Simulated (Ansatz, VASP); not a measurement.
RbReB2: VASP beside Ansatz

```
Rb Re B
1.0
     3.77211    0.00000    0.00000
     0.00000    3.77211    0.00000
     0.00000    0.00000    7.14201
Rb Re B
1 1 2
Direct
  0.00000 0.00000 0.46323
  0.00000 0.00000 0.96263
  0.00000 0.50000 0.86612
  0.50000 0.00000 0.86612
```

Alike in both runs: functional PBE; k mesh 4 × 4 × 4; occupations gaussian, width 0.1 eV; no spin polarisation.

Ansatz relaxed the structure, and its values are those at the end. VASP's run is a single point on that final structure, the one shown.

|  | VASP | Ansatz |
| --- | --- | --- |
| version | VASP 6.6.1 | Ansatz 0.2.0 |
| potentials or method | VASP PAW PBE potentials, release 64 (Rb_sv, Re, B), cutoff 520 eV | scalar-relativistic, plane waves, PAW |
| valence electrons in the cell | 22 | 30 |

Ansatz gave:

* gap on the k mesh at the Fermi level (eV): none
* pressure (GPa): 0.0
* rms of the force components (eV/Å): 0.002

Problem. Which values does VASP return?

Solution. gap on the k mesh at the Fermi level (eV): none; pressure (GPa): 0.4; rms of the force components (eV/Å): 0.053.

A gap of «none» marks a metal or a gap that the smearing closes. VASP's potentials hold 22 valence electrons a cell and Ansatz's 30, so a difference there can come from the potentials and not from the codes.

The k mesh is coarse, so the values compare programs but aren't converged. Neither program's run includes spin-orbit coupling.
